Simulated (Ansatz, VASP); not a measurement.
GaAs: VASP beside Ansatz

The input INCAR:

```
ALGO = Normal
EDIFF = 1E-6
ENCUT = 500
GGA = PS
GGA_COMPAT = False
ISIF = 2
ISMEAR = 0
LASPH = True
LCHARG = False
LREAL = False
LWAVE = False
NBANDS = 16
NELM = 120
PREC = Accurate
SIGMA = 0.01
```

File KPOINTS:

```
k-points
0
Gamma
  10 10 10
```

Contents of POSCAR:

```
GaAs
1.0
    0.0000000000      2.8265000000      2.8265000000
    2.8265000000      0.0000000000      2.8265000000
    2.8265000000      2.8265000000      0.0000000000
Ga As
1 1
Direct
    0.0000000000      0.0000000000      0.0000000000
    0.2500000000      0.2500000000      0.2500000000
```

Input for Ansatz:

```yaml
crystal:
  lattice:
    - [0.0, 2.8265, 2.8265]
    - [2.8265, 0.0, 2.8265]
    - [2.8265, 2.8265, 0.0]
  atoms:
    - { symbol: Ga, position: [0.0, 0.0, 0.0] }
    - { symbol: As, position: [0.25, 0.25, 0.25] }
basis:
  ecutwfc: 420
kpoints:
  mp_grid: { grid: [10, 10, 10] }
  band_path:
    path:
      - [0.0, 0.0, 0.0]
      - [0.0, 0.0, 0.0]
      - [0.4307358943, 0.4307358943, 0.0]
      - [0.5, 0.5, 0.5]
      - [0.0053982174, 0.0053982174, 0.0]
      - [-0.0053982174, -0.0053982174, 0.0]
      - [0.0062333245, 0.0062333245, 0.0062333245]
      - [-0.0062333245, -0.0062333245, -0.0062333245]
      - [0.0053982174, 0.0053982174, 0.0]
      - [-0.0053982174, -0.0053982174, 0.0]
      - [0.4361341116, 0.4361341116, 0.0]
      - [0.4253376769, 0.4253376769, 0.0]
      - [0.4307358943, 0.4361341116, 0.0053982174]
      - [0.4307358943, 0.4253376769, -0.0053982174]
      - [0.5062333245, 0.5062333245, 0.5062333245]
      - [0.4937666755, 0.4937666755, 0.4937666755]
      - [0.4961828839, 0.5038171161, 0.5]
      - [0.5038171161, 0.4961828839, 0.5]
    npoints: 1
hamiltonian:
  xc: pbesol
  pseudopotentials: { kind: paw }
scf:
  occupations: { method: fixed }
  n_extra_bands: 5
output:
  forces: true
  stress: true
  eigenvalues: true
```

Alike in both runs: task single point; functional PBEsol; k mesh 10 × 10 × 10; no spin polarisation.

```csv
,VASP,Ansatz
version,VASP 6.6.1,Ansatz 0.2.0
potentials or method,"VASP PAW PBE potentials, release 64 (Ga_d, As), cutoff 500 eV","scalar-relativistic, plane waves, PAW"
occupations,"gaussian, width 0.01 eV",fixed
valence electrons in the cell,18,28
```

```tsv
	VASP	Ansatz	Ansatz less VASP
gap on the k mesh at the Fermi level (eV)	0.46	0.44	-0.014
least direct gap on the mesh (eV)	0.46	0.44	-0.014
pressure (GPa)	0.4	0.2	-0.15
```

VASP's potentials were made for PBE, not for PBEsol. VASP's potentials hold 18 valence electrons a cell and Ansatz's 28, so a difference there can come from the potentials and not from the codes.
